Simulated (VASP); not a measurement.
# CaS (Fm-3m) in VASP: further runs, part 2 of 2

VASP 6.6.1. Earlier steps stand in the parts before.

### Step 3. Vibrations by perturbation theory, PBEsol

This run uses another cell than the first one, of 23.16 Å³/atom.

Contents of INCAR:

```
SYSTEM = CaS
PREC = Accurate
ENCUT = 500
EDIFF = 1E-8
ISMEAR = 0
SIGMA = 0.01
LREAL = .False.
LASPH = .True.
NELM = 120
ALGO = Normal
ISIF = 2
LWAVE = .False.
LCHARG = .False.
GGA = PS
NBANDS = 15
IBRION = 8
NSW = 1
GGA_COMPAT = .False.
```

Contents of KPOINTS:

```
Automatic mesh
0
Gamma
  8 8 8
  0 0 0
```

Contents of POSCAR:

```
CaS
1.0
    2.8503462836      2.8503462836      0.0000000000
   -2.8503462836      2.8503462836      0.0000000000
    0.0000000000      2.8503462836      2.8503462836
Ca S
1 1
Direct
    0.0000000000      0.0000000000      0.0000000000
    0.5000000000      0.5000000000      0.0000000000
```

Potentials or basis: VASP PAW PBE potentials, release 64 (Ca_sv, S).

Run with:

```bash
$ cat potpaw_PBE.64/Ca_sv/POTCAR potpaw_PBE.64/S/POTCAR > POTCAR
$ mpirun -np 1 vasp_std > vasp.out
```

OUTCAR:

```text
SYSTEM = CaS
   PREC = Accurate
   ENCUT = 500
   EDIFF = 1E-8
   ISMEAR = 0
   LREAL = .False.
   LASPH = .True.
   NELM = 120
   ISIF = 2
   GGA = PS
   IBRION = 8
   NSW = 1

 ion  position               nearest neighbor table
   1  0.000  0.000  0.000-   2 2.85   2 2.85   2 2.85   2 2.85   2 2.85   2 2.85
   2  0.500  0.500  0.000-   1 2.85   1 2.85   1 2.85   1 2.85   1 2.85   1 2.85

  LATTYP: Found a face centered cubic cell.
 ALAT       =     5.7006925672

  Lattice vectors:

 A1 = (   0.0000000000,   2.8503462836,   2.8503462836)
 A2 = (   2.8503462836,   0.0000000000,   2.8503462836)
 A3 = (   2.8503462836,   2.8503462836,   0.0000000000)

Analysis of symmetry for initial positions (statically):
=====================================================================
 Subroutine PRICEL returns:
 Original cell was already a primitive cell.

 Routine SETGRP: Setting up the symmetry group for a
 face centered cubic supercell.

 Subroutine GETGRP returns: Found 48 space group operations
 (whereof 48 operations were pure point group operations)
 out of a pool of 48 trial point group operations.

The static configuration has the point symmetry O_h .

Analysis of symmetry for dynamics (positions and initial velocities):
=====================================================================
 Subroutine PRICEL returns:
 Original cell was already a primitive cell.

[... 621 lines left out ...]
      0.00000      2.85035      0.00000        -0.000000      0.000000      0.000000
 -----------------------------------------------------------------------------------
    total drift:                               -0.000000     -0.000000      0.000000

  FREE ENERGIE OF THE ION-ELECTRON SYSTEM (eV)
  ---------------------------------------------------
  free  energy   TOTEN  =       -10.9077569623 eV

  energy  without entropy=      -10.9077569623  energy(sigma->0) =      -10.90775696

[... ionic steps 2 to 3 ...]

--------------------------------------- Ionic step        4  -------------------------------------------

------------------------ aborting loop because EDIFF is reached ----------------------------------------

[... ionic steps 5 to 6 ...]

--------------------------------------- Ionic step        7  -------------------------------------------

 Free energy of the ion-electron system (eV)
  ---------------------------------------------------
  ---------------------------------------------------
  free energy    TOTEN  =        -0.10896055 eV

  energy without entropy =       -0.10896055

------------------------ aborting loop because EDIFF is reached ----------------------------------------

 INTERNAL STRAIN TENSOR  FOR ION    2  DIRECTION 1   (eV/Angst):
 -----------------------------------------------------------------------------
     0.01040 -0.00000 -0.00000
    -0.00000 -0.00235 -0.00000
    -0.00000 -0.00000 -0.00235

 INTERNAL STRAIN TENSOR FOR ION    2 for displacements in x,y,z  (eV/Angst):
          X           Y           Z          XY          YZ          ZX
  --------------------------------------------------------------------------------
  x     0.00000     0.00000     0.00000     0.00000     0.00000     0.00000
  y     0.00000     0.00000     0.00000     0.00000     0.00000     0.00000
  z     0.00000     0.00000     0.00000     0.00000     0.00000     0.00000

 SECOND DERIVATIVES (NOT SYMMETRIZED)
 ------------------------------------
               1X          1Y          1Z          2X          2Y          2Z
  1X    -2.998187    0.000000    0.000000    2.998187    0.000000    0.000000
  1Y     0.000000   -2.998187    0.000000    0.000000    2.998187    0.000000
  1Z     0.000000    0.000000   -2.998187    0.000000    0.000000    2.998187
  2X     3.005646   -0.000000    0.000000   -3.005646    0.000000   -0.000000
  2Y     0.000000    3.005646   -0.000000   -0.000000   -3.005646    0.000000
  2Z     0.000000    0.000000    3.005646   -0.000000   -0.000000   -3.005646

 Eigenvectors and eigenvalues of the dynamical matrix
 ----------------------------------------------------

   1 f  =    6.418074 THz    40.325951 2PiTHz  214.083920 cm-1    26.543011 meV
             X         Y         Z           dx          dy          dz
      0.000000  0.000000  0.000000    -0.000000   -0.000000   -0.666227
      0.000000  2.850346  0.000000     0.000000    0.000000    0.745749
[... 21 lines left out ...]
   6 f/i=    0.003962 THz     0.024891 2PiTHz    0.132143 cm-1     0.016384 meV
             X         Y         Z           dx          dy          dz
      0.000000  0.000000  0.000000     0.712725   -0.219463    0.000000
      0.000000  2.850346  0.000000     0.636725   -0.196061    0.000000

--------------------------------------------------------------------------------------------------------

 ELASTIC MODULI CONTR FROM IONIC RELAXATION (kBar)
 Direction    XX          YY          ZZ          XY          YZ          ZX
 --------------------------------------------------------------------------------
 XX           0.0000      0.0000      0.0000      0.0000      0.0000      0.0000
 YY           0.0000      0.0000      0.0000      0.0000      0.0000      0.0000
 ZZ           0.0000      0.0000      0.0000      0.0000      0.0000      0.0000
 XY           0.0000      0.0000      0.0000      0.0000      0.0000      0.0000
 YZ           0.0000      0.0000      0.0000      0.0000      0.0000      0.0000
 ZX           0.0000      0.0000      0.0000      0.0000      0.0000      0.0000
 --------------------------------------------------------------------------------
```

OSZICAR:

```text
N       E                     dE             d eps       ncg     rms          rms(c)
DAV:   1     0.107338680785E+03    0.10734E+03   -0.74334E+03   870   0.969E+02
DAV:   2    -0.616091508961E+01   -0.11350E+03   -0.10796E+03  1080   0.250E+02
DAV:   3    -0.108819255341E+02   -0.47210E+01   -0.46779E+01  1174   0.484E+01
DAV:   4    -0.111372452487E+02   -0.25532E+00   -0.25514E+00  1276   0.936E+00
[... 51 lines left out ...]
RMM:   8    -0.108958107841E+00    0.80215E-05    0.31594E-07  3779   0.153E-03    0.212E-04
RMM:   9    -0.108961307984E+00   -0.32001E-05   -0.24495E-06  3852   0.599E-04    0.753E-05
RMM:  10    -0.108960891200E+00    0.41678E-06    0.93226E-06  4019   0.260E-04    0.298E-05
RMM:  11    -0.108960542300E+00    0.34890E-06   -0.63280E-08  4011   0.115E-04    0.189E-05
RMM:  12    -0.108960546065E+00   -0.37644E-08    0.57437E-08  4138   0.456E-05    0.819E-06
 Linear response finished
```

stdout:

```text
POSCAR found type information on POSCAR CaS
 POSCAR found :  2 types and       2 ions
 scaLAPACK will be used
 -----------------------------------------------------------------------------
|                                                                             |
|                                                                             |
|     You enforced a specific xc type in the INCAR file but a different       |
|     I HOPE YOU KNOW WHAT YOU ARE DOING!                                     |
|                                                                             |
 -----------------------------------------------------------------------------

 LDA part: xc-table for (Slater+PW92), standard interpolation
 POSCAR, INCAR and KPOINTS ok, starting setup
 FFT: planning ... GRIDC
 FFT: planning ... GRID_SOFT
 FFT: planning ... GRID
 WAVECAR not read
 entering main loop
 Linear response reoptimize wavefunctions to high precision
 Linear response DOF=           2
 Linear response progress:
 first order change of Fermi-energy  -0.19152E-03
 force on displaced ion       1 direction 1 :  -2.998  -0.000  -0.000
 Linear response progress:
 first order change of Fermi-energy  -0.31892E-03
 force on displaced ion       2 direction 1 :  -3.006  -0.000   0.000
 Linear response finished
```

Wall time 3.1 min (1 thread of Intel Xeon Platinum 8259CL at 2.50GHz (Skylake/Cascade Lake), shared host); peak memory 0.25 GiB.

Results:

```
Highest phonon frequency at Γ, LO-TO splitting left out : 214 cm⁻¹
```

Phonon frequencies in cm⁻¹ (negative: imaginary):
```
              q point        frequencies
(0.000, 0.000, 0.000)  0 0 0 214 214 214
```

Caveat: the cell stands under pressure or tension, which shifts response properties; the PAW data sets were made with another functional, which shifts forces and pressure a little.
